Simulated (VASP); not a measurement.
BP, 2 atoms in the cell. The structure is cubic, space group F-43m (No. 216). The conventional cell has a = 4.538 Å, b = 4.538 Å, c = 4.538 Å, α = 90.00°, β = 90.00°, γ = 90.00°. Within 2.6 Å of B (site symmetry -43m) lie 4 P at 1.97 Å. Within 2.6 Å of P (site symmetry -43m) lie 4 B at 1.97 Å. 

```yaml
Program: VASP 6.6.1
Task: single point
Functional: PBE
Potentials_or_basis: VASP PAW PBE potentials, release 64 (B, P)
Cutoff: 520 eV
k_mesh: 4 × 4 × 4
Occupations: fermi-dirac, width 0.08 eV
Spin: no spin polarisation
Dipole_correction: no
Further_INCAR_settings: ALGO = Normal; EDIFF = 1e-07; NBANDS = 11
```

Potentials or basis: VASP PAW PBE potentials, release 64 (B, P).

Command:

```sh
$ cat potpaw_PBE.64/B/POTCAR potpaw_PBE.64/P/POTCAR > POTCAR
$ mpirun -np 1 vasp_std > vasp.out
```

Hardware: 1 thread of Intel Xeon 8259CL, on a shared host.

Question: Estimate the wall time of this run.

Answer: It took 3.4 s on 1 thread of Intel Xeon 8259CL, on a shared host, peak memory 0.13 GiB. Counts: scf iterations 14, k points 8.
